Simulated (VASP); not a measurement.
# GeW (I-4m2) in VASP: relaxation of cell and atoms with PBE

Aim: the relaxation of cell and atoms of GeW with PBE.

Program: VASP 6.6.1. These are calculated values, not measurements. Logs are shortened: lines on timing, memory, paths and dates and some standing lists are left out, and cuts for length are marked.

## (1) The cell of the first run

Symmetry: I-4m2, No. 119, tetragonal system. The conventional cell has a = 5.253 Å, b = 5.253 Å, c = 2.784 Å, α = 90.00°, β = 90.00°, γ = 90.00°. Ge (site symmetry -4m2) has 8 W at 2.72 to 3.36 Å and 2 Ge at 2.78 Å within 3.6 Å. W (site symmetry -4m2) has 8 Ge at 2.72 to 3.36 Å and 2 W at 2.78 Å within 3.6 Å.

The cell was built from a structure type or drawn by symmetry, and may not be a known phase.

## (2) Relaxation of cell and atoms, PBE

The input, INCAR:

```
PREC = Accurate
ENCUT = 500
EDIFF = 1E-7
ISMEAR = 0
SIGMA = 0.2
LREAL = False
LASPH = True
NELM = 120
ALGO = Normal
ISIF = 3
LWAVE = False
LCHARG = False
GGA = PE
IBRION = 2
NSW = 36
EDIFFG = -0.08
GGA_COMPAT = False
NELMIN = 4
```

The input, KPOINTS:

```
regular mesh
0
Gamma
  8 8 8
```

The input, POSCAR:

```
GeW
1.0
   -2.6265522000      2.6265522000      1.3920248300
    2.6265522000     -2.6265522000      1.3920248300
    2.6265522000      2.6265522000     -1.3920248300
Ge W
1 1
Direct
    0.0000000000      0.0000000000      0.0000000000
    0.2500000000      0.7500000000      0.5000000000
```

Potentials or basis: VASP PAW PBE potentials, release 64 (Ge_d, W_sv).

Started as:

```bash
$ cat potpaw_PBE.64/Ge_d/POTCAR potpaw_PBE.64/W_sv/POTCAR > POTCAR
$ mpirun -np 1 vasp_std > vasp.out
```

OUTCAR:

```text
PREC = Accurate
   ENCUT = 500
   EDIFF = 1E-7
   ISMEAR = 0
   LREAL = False
   LASPH = True
   NELM = 120
   ISIF = 3
   GGA = PE
   IBRION = 2
   NSW = 36
   EDIFFG = -0.08
   NELMIN = 4

 ion  position               nearest neighbor table
   1  0.000  0.000  0.000-   2 2.72   2 2.72   2 2.72   2 2.72
   2  0.250  0.750  0.500-   1 2.72   1 2.72   1 2.72   1 2.72

  LATTYP: Found a body centered tetragonal cell.
 ALAT       =     5.2531044000
 C/A-ratio  =     0.5299817875

  Lattice vectors:

 A1 = (  -2.6265522000,   2.6265522000,   1.3920248300)
 A2 = (   2.6265522000,  -2.6265522000,   1.3920248300)
 A3 = (   2.6265522000,   2.6265522000,  -1.3920248300)

Analysis of symmetry for initial positions (statically):
=====================================================================
 Subroutine PRICEL returns:
 Original cell was already a primitive cell.

 Routine SETGRP: Setting up the symmetry group for a
 body centered tetragonal supercell.

 Subroutine GETGRP returns: Found  8 space group operations
 (whereof  8 operations were pure point group operations)
 out of a pool of 16 trial point group operations.

The static configuration has the point symmetry D_2d.

Analysis of symmetry for dynamics (positions and initial velocities):
=====================================================================
 Subroutine PRICEL returns:
 Original cell was already a primitive cell.

 Routine SETGRP: Setting up the symmetry group for a
 body centered tetragonal supercell.

 Subroutine GETGRP returns: Found  8 space group operations
 (whereof  8 operations were pure point group operations)
 out of a pool of 16 trial point group operations.

The dynamic configuration has the point symmetry D_2d.

 Subroutine INISYM returns: Found  8 space group operations
 (whereof  8 operations are pure point group operations),
 and found     1 'primitive' translations

----------------------------------------------------------------------------------------

                                     Primitive cell

  volume of cell :      38.4131

  direct lattice vectors                    reciprocal lattice vectors
    -2.626552200  2.626552200  1.392024830     0.000000000  0.190363626  0.359188995
     2.626552200 -2.626552200  1.392024830     0.190363626  0.000000000  0.359188995
     2.626552200  2.626552200 -1.392024830     0.190363626  0.190363626  0.000000000

  length of vectors
     3.966772749  3.966772749  3.966772749     0.406515737  0.406515737  0.269214821

  position of ions in fractional coordinates (direct lattice)
     0.000000000  0.000000000  0.000000000
     0.250000000  0.750000000  0.500000000

  ion indices of the primitive-cell ions
   primitive index   ion index
                 1           1
                 2           2

----------------------------------------------------------------------------------------

 KPOINTS: regular mesh

Automatic generation of k-mesh.
 Grid dimensions read from file:
 generate k-points for:    8    8    8

 Generating k-lattice:

  Cartesian coordinates                     Fractional coordinates (reciprocal lattice)
     0.000000000  0.023795453  0.044898624     0.125000000  0.000000000  0.000000000
     0.023795453  0.000000000  0.044898624     0.000000000  0.125000000  0.000000000
     0.023795453  0.023795453  0.000000000     0.000000000  0.000000000  0.125000000

  Length of vectors
     0.050814467  0.050814467  0.033651853

  Shift w.r.t. Gamma in fractional coordinates (k-lattice)
     0.000000000  0.000000000  0.000000000

 Subroutine IBZKPT returns following result:
 ===========================================

 Found     59 irreducible k-points:

 Following reciprocal coordinates:
            Coordinates               Weight
  0.000000  0.000000  0.000000      1.000000
  0.125000  0.000000  0.000000      8.000000
  0.250000  0.000000  0.000000      8.000000
  0.375000  0.000000 -0.000000      8.000000
  0.500000  0.000000  0.000000      4.000000
  0.125000  0.125000  0.000000      8.000000
[... 16 lines left out ...]
  0.250000  0.125000  0.125000     16.000000
  0.375000  0.125000  0.125000      8.000000
 [... further k-points ...]
   k-points           NKPTS =     59   k-points in BZ     NKDIM =     59   number of bands    NBANDS=     18
   number of dos      NEDOS =    301   number of ions     NIONS =      2
   total plane-waves  NPLWV =  27000
   dimension x,y,z NGX =    30 NGY =   30 NGZ =   30
   dimension x,y,z NGXF=    60 NGYF=   60 NGZF=   60
   ions per type =               1   1
   NGX,Y,Z   is equivalent  to a cutoff of  12.57, 12.57, 12.57 a.u.
   NGXF,Y,Z  is equivalent  to a cutoff of  25.15, 25.15, 25.15 a.u.
 SYSTEM =  unknown system
   PREC   = accura    normal or accurate (medium, high low for compatibility)
   ISTART =      0    job   : 0-new  1-cont  2-samecut
   ICHARG =      2    charge: 1-file 2-atom 10-const
   ISPIN  =      1    spin polarized calculation?
   LNONCOLLINEAR =      F non collinear calculations
   LSORBIT =      F    spin-orbit coupling
   LASPH  =      T    aspherical Exc in radial PAW
   ENCUT  =  500.0 eV  36.75 Ry    6.06 a.u.   7.23  7.23  7.23*2*pi/ulx,y,z
   NELM   =    120;   NELMIN=  4; NELMDL= -5     # of ELM steps
   EDIFF  = 0.1E-06   stopping-criterion for ELM
   LREAL  =      F    real-space projection
   EDIFFG = -.8E-01   stopping-criterion for IOM
   NSW    =     36    number of steps for IOM
   IBRION =      2    ionic relax: 0-MD 1-quasi-New 2-CG
   NFREE  =      1    steps in history (QN), initial steepest desc. (CG)
   ISIF   =      3    stress and relaxation
   ISYM   =      2    0-nonsym 1-usesym 2-fastsym
   POTIM  = 0.5000    time-step for ionic-motion
   TEBEG  =    0.0;   TEEND  =   0.0 temperature during run
   PSTRESS=    0.0 pullay stress
   NELECT =      28.0000    total number of electrons
   NUPDOWN=      -1.0000    fix difference up-down
   EMIN   =  10.00;   EMAX   =-10.00  energy-range for DOS
   EFERMI =   0.00;   METHOD = LEGACY
   ISMEAR =     0;   SIGMA  =   0.20  broadening in eV -4-tet -1-fermi 0-gaus
   EFERMI_NEDOS =   21; number of points for ismear=-14 and -15
   IALGO  =     38    algorithm
   IMIX   =      4    mixing-type and parameters
     AMIX     =   0.40;   BMIX     =  1.00
     AMIX_MAG =   1.60;   BMIX_MAG =  1.00
  volume/ion in A,a.u.               =      19.21       129.61
  Fermi-wavevector in a.u.,A,eV,Ry     =   1.473334  2.784197 29.534337  2.170713
  Thomas-Fermi vector in A             =   2.588240
   LORBIT       =      0    0 simple, 1 ext, 2 COOP (PROOUT), +10 PAW based schemes
   GGA     = PE    functional components
   LHFCALC =     F    Hartree Fock is set to
   AEXX    =    0.0000 exact exchange contribution
   IVDW    =     0    specifies the selected vdW correction
   LEPSILON=     F    determine dielectric tensor
   LRPA    =     F    only Hartree local field effects (RPA)
 conjugate gradient relaxation of ions
 non-spin polarized calculation
 Gauss-broadening in eV      SIGMA  =   0.20
  energy-cutoff  :      500.00
  volume of cell :       38.41
 maximum number of plane-waves:       989
 NGX is ok and might be reduce to    30
   NGX = 15   NGY = 15   NGZ = 15

--------------------------------------- Ionic step        1  -------------------------------------------

 number of electron      28.0000004 magnetization

 Free energy of the ion-electron system (eV)
  ---------------------------------------------------
  ext. energy  EPLUGINS =         0.00000000
  ---------------------------------------------------
  free energy    TOTEN  =       -15.37630746 eV

  energy without entropy =      -15.32556602  energy(sigma->0) =      -15.35093674

------------------------ aborting loop because EDIFF is reached ----------------------------------------

  FORCE on cell =-STRESS in cart. coord.  units (eV):
  Direction    XX          YY          ZZ          XY          YZ          ZX
  --------------------------------------------------------------------------------------
  -------------------------------------------------------------------------------------
  Total       -3.4945871     -3.4945871     -2.8452331      0.0000000      0.0000000      0.0000000
  in kB     -145.7563216   -145.7563216   -118.6723072      0.0000000      0.0000000      0.0000000
  external PRESSURE =    -136.7283168 kB  Pullay stress =       0.0000000 kB
[... 23 lines left out ...]
--------------------------------------- Ionic step        2  -------------------------------------------

 number of electron      27.9999999 magnetization

 E-fermi :  11.2104     XC(G=0): -13.1714

 val. band max:       11.1824841641   @ k =  -0.1250  -0.3750   0.1250
 cond. band min:      11.2126244016   @ k =   0.5000   0.1250  -0.0000
 fundamental gap:      0.0301402375
 Fermi energy:        11.2103956911

 k-point     1 :       0.0000    0.0000    0.0000
  band No.  band energies     occupation
      1     -63.0915      2.00000
      2     -27.5014      2.00000
      3     -27.5014      2.00000
      4     -26.4879      2.00000
      5     -14.0882      2.00000
      6     -13.8728      2.00000
[... 481 lines left out ...]
      5     -13.9516      2.00000
      6     -13.9470      2.00000
[... 10 lines left out ...]
     17      13.8738      0.00000
     18      17.7886      0.00000

 [... further k-points ...]

------------------------ aborting loop because EDIFF is reached ----------------------------------------

  FORCE on cell =-STRESS in cart. coord.  units (eV):
  Direction    XX          YY          ZZ          XY          YZ          ZX
  --------------------------------------------------------------------------------------
  -------------------------------------------------------------------------------------
  Total        5.3128708      5.3128708      6.3184519      0.0000000      0.0000000      0.0000000
  in kB      283.7441181    283.7441181    337.4491212      0.0000000      0.0000000      0.0000000
  external PRESSURE =     301.6457858 kB  Pullay stress =       0.0000000 kB
[... 131 lines left out ...]
--------------------------------------- Ionic step        6  -------------------------------------------

 number of electron      27.9999987 magnetization

 Free energy of the ion-electron system (eV)
  ---------------------------------------------------
  ext. energy  EPLUGINS =         0.00000000
  ---------------------------------------------------
  free energy    TOTEN  =       -15.57230341 eV

  energy without entropy =      -15.52644755  energy(sigma->0) =      -15.54937548

 E-fermi :   9.3446     XC(G=0): -12.4304

 val. band max:        9.3377947847   @ k =   0.5000   0.2500   0.1250
 cond. band min:       9.3712521676   @ k =   0.1250   0.1250   0.1250
 fundamental gap:      0.0334573829
 Fermi energy:         9.3446220788

 k-point     1 :       0.0000    0.0000    0.0000
  band No.  band energies     occupation
      1     -65.0801      2.00000
      2     -29.3976      2.00000
      3     -29.3976      2.00000
      4     -28.6703      2.00000
      5     -15.6595      2.00000
      6     -15.4800      2.00000
[... 481 lines left out ...]
      5     -15.5573      2.00000
      6     -15.5547      2.00000
[... 10 lines left out ...]
     17      11.6350      0.00000
     18      15.0697      0.00000

 [... further k-points ...]

------------------------ aborting loop because EDIFF is reached ----------------------------------------

  FORCE on cell =-STRESS in cart. coord.  units (eV):
  Direction    XX          YY          ZZ          XY          YZ          ZX
  --------------------------------------------------------------------------------------
  -------------------------------------------------------------------------------------
  Total        0.0622351      0.0622351      0.1270710      0.0000000      0.0000000      0.0000000
  in kB        2.9054167      2.9054167      5.9322525      0.0000000      0.0000000      0.0000000
  external PRESSURE =       3.9143620 kB  Pullay stress =       0.0000000 kB
[... 17 lines left out ...]
  FREE ENERGIE OF THE ION-ELECTRON SYSTEM (eV)
  ---------------------------------------------------
  free  energy   TOTEN  =       -15.5723034112 eV

  energy  without entropy=      -15.5264475455  energy(sigma->0) =      -15.54937548

 reached required accuracy - stopping structural energy minimisation
```

It took 6 min on 1 thread of Intel Xeon 8259CL, shared host; peak memory 0.21 GiB.

Results:

- Free energy: -15.5723 eV
- Relaxed volume: 17.16 Å³/atom
- Relaxed cell: a = 3.800 Å, b = 3.800 Å, c = 3.800 Å, α = 97.41°, β = 97.41°, γ = 137.92°
- Space group after relaxing (to 0.1 Å): I-4m2 (No. 119)
- Energy gained by relaxing: 98.0 meV/atom
- Ionic steps: 6
- Pressure after relaxing: 0.4 GPa
- Band gap on the k mesh: zero (bands 14 and 15 overlap by 1.86 eV)

Stress tensor (GPa, compression positive):
```
0.29 0.00 0.00
0.00 0.29 0.00
0.00 0.00 0.59
```

The path:
```csv
step,energy change (eV),largest force (eV/Å),pressure (GPa),volume (Å³)
1,0.0000,0.0000,-13.67,38.41
2,0.1717,0.0000,30.16,30.00
3,-0.1907,0.0000,-0.38,34.53
4,-0.1909,0.0000,0.11,34.43
5,-0.1909,0.0000,0.46,34.35
6,-0.1960,0.0000,0.39,34.32
```

Final structure:
```
CELL_PARAMETERS angstrom
-2.50782 2.50782 1.36422
2.50782 -2.50782 1.36422
2.50782 2.50782 -1.36422
ATOMIC_POSITIONS crystal
Ge 0.00000 0.00000 0.00000
W 0.25000 0.75000 0.50000
```

Levels at points of the mesh, in eV from the Fermi level:
```csv
k point,band 12,band 13,band 14,band 15,band 16,band 17
"(0.00, 0.00, 0.00)",-3.36,-0.84,-0.66,-0.66,1.90,1.90
"(0.50, 0.00, 0.00)",-4.21,-2.55,-0.89,0.26,1.77,2.09
"(0.50, 0.50, 0.00)",-3.91,-3.42,0.44,1.43,2.35,4.50
"(0.50, 0.50, 0.50)",-4.43,-4.43,0.39,0.83,2.25,2.25
```

Caveat: spin-orbit coupling is left out, which moves the levels of the heavy elements.
